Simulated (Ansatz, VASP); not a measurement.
**Y in VASP and in Ansatz**

INCAR

```
ALGO = Normal ; EDIFF = 1E-7
ENCUT = 520 ; GGA = PE
ISIF = 2 ; ISMEAR = -1
LASPH = True ; LCHARG = False
LREAL = False ; LWAVE = False
NBANDS = 18 ; NELM = 60
PREC = Accurate ; SIGMA = 0.1
```

File KPOINTS:

```
k-points
0
Gamma
  9 9 5
```

Contents of POSCAR:

```
Y
1.0
    3.6229200678      0.0000000000      0.0000000000
   -1.8114600339      3.1375407572      0.0000000000
    0.0000000000      0.0000000000      5.6921384384
Y
2
Direct
    0.3333333333      0.6666666667      0.2500000000
    0.6666666667      0.3333333333      0.7500000000
```

Input for Ansatz:

```yaml
crystal:
  lattice:
    - [3.622920067774545, 0.0, 0.0]
    - [-1.8114600338872724, 3.13754075719752, 0.0]
    - [0.0, 0.0, 5.6921384384462375]
  atoms:
    - { symbol: "Y", position: [0.3333333333333333, 0.6666666666666666, 0.25] }
    - { symbol: "Y", position: [0.6666666666666666, 0.3333333333333333, 0.75] }
basis:
  ecutwfc: 421.77648681281397
kpoints:
  mp_grid:
    grid: [9, 9, 5]
hamiltonian:
  xc: pbe
scf:
  convergence:
    dr2_threshold: 1.0e-10
  occupations:
    method: fermi_dirac
output:
  stress: true
```

Alike in both runs: task single point; functional PBE; k mesh 9 × 9 × 5; no spin polarisation.

|  | VASP | Ansatz |
| --- | --- | --- |
| version | VASP 6.6.1 | Ansatz 0.2.0 |
| potentials or method | VASP PAW PBE potentials, release 64 (Y_sv), cutoff 520 eV | plane waves, PAW |
| occupations | fermi-dirac, width 0.1 eV | fermi-dirac |
| valence electrons in the cell | 22 | 22 |

```tsv
	VASP	Ansatz	Ansatz less VASP
pressure (GPa)	0.6	0.7	+0.12
traceless stress, the component that is largest in VASP (GPa)	-0.20	-0.20	-0.004
```
